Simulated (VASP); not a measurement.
Input of a VASP 6.6.1 run:

INCAR

```
PREC     = Accurate       # precision mode
ENCUT    = 520            # plane-wave cutoff, eV
EDIFF    = 1E-6           # SCF threshold, eV
ISMEAR   = -1             # smearing method
SIGMA    = 0.05           # smearing width, eV
LREAL    = F              # projectors in reciprocal space
LASPH    = T              # aspherical terms in the spheres
NELM     = 80             # most SCF steps
ALGO     = Normal         # electronic algorithm
ISIF     = 2              # what is computed and relaxed
LWAVE    = F              # write WAVECAR
LCHARG   = F              # write CHGCAR
GGA      = PS             # functional
NBANDS   = 28             # bands
```

The input KPOINTS:

```
Automatic mesh
0
Gamma
  8 8 8
```

POSCAR

```
BaTiO3
1.0
    3.9841000000      0.0597615000      0.0597615000
    0.0852427500      2.8797370000      2.8883557500
    0.0001312500     -2.7943630000      2.8032442500
Ba Ti O
1 1 3
Direct
    0.0000000000      0.0000000000      0.0000000000
    0.5000000000      0.5079000000      0.5079000000
    0.0000000000      0.4921000000      0.4921000000
    0.5000000000      0.5025100000      0.9937100000
    0.5000000000      0.9937100000      0.5025100000
```

Potentials or basis: VASP PAW PBE potentials, release 64 (Ba_sv, Ti_sv, O).

Command:

```sh
$ cat potpaw_PBE.64/Ba_sv/POTCAR potpaw_PBE.64/Ti_sv/POTCAR potpaw_PBE.64/O/POTCAR > POTCAR
$ mpirun -np 1 vasp_std > vasp.out
```

Question: Estimate the largest force.

Answer: 0.260 eV/Å.

Question: Predict the pressure.

Answer: -2.2 GPa.

Question: Estimate the band gap on the k mesh.

Answer: 1.65 eV, indirect (least direct gap 1.79 eV).

Stress tensor (GPa, compression positive):
```
-1.59 -3.62 -3.62
-3.62 -2.11 -2.75
-3.62 -2.75 -2.81
```

Caveat: the cell differs from its parent crystal (equal xy, yz and zx shear strains of +3 %); the PAW data sets were made with another functional, which shifts forces and pressure a little; spin-orbit coupling is left out, which moves the levels of the heavy elements. A k mesh can miss the band edges.
